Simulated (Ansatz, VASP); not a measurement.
SnO2: VASP beside Ansatz

```
Sn O
1.0
     0.00000    2.55687    2.55687
     2.55687    0.00000    2.55687
     2.55687    2.55687    0.00000
Sn O
1 2
Direct
  0.00000 0.00000 0.00000
  0.75000 0.75000 0.75000
  0.25000 0.25000 0.25000
```

Change from the starting cell: volume scaled by 0.98.

Alike in both runs: task single point; functional LDA; k mesh 9 × 9 × 9; occupations fermi-dirac, width 0.05 eV; no spin polarisation.

|  | VASP | Ansatz |
| --- | --- | --- |
| version | VASP 6.6.1 | Ansatz 0.2.0 |
| potentials or method | VASP PAW LDA potentials, release 64 (Sn_d, O), cutoff 520 eV | all-electron LAPW, scalar-relativistic |

|  | VASP | Ansatz | Ansatz less VASP |
| --- | --- | --- | --- |
| gap on the k mesh at the Fermi level (eV) | none | none | - |
| pressure (GPa) | -7.9 | -8.8 | -0.83 |

LDA's correlation is that of Perdew and Zunger in VASP and of Perdew and Wang (1992) in Ansatz. A gap of «none» marks a metal or a gap that the smearing closes. Ansatz ran all-electron here, and VASP with PAW potentials.
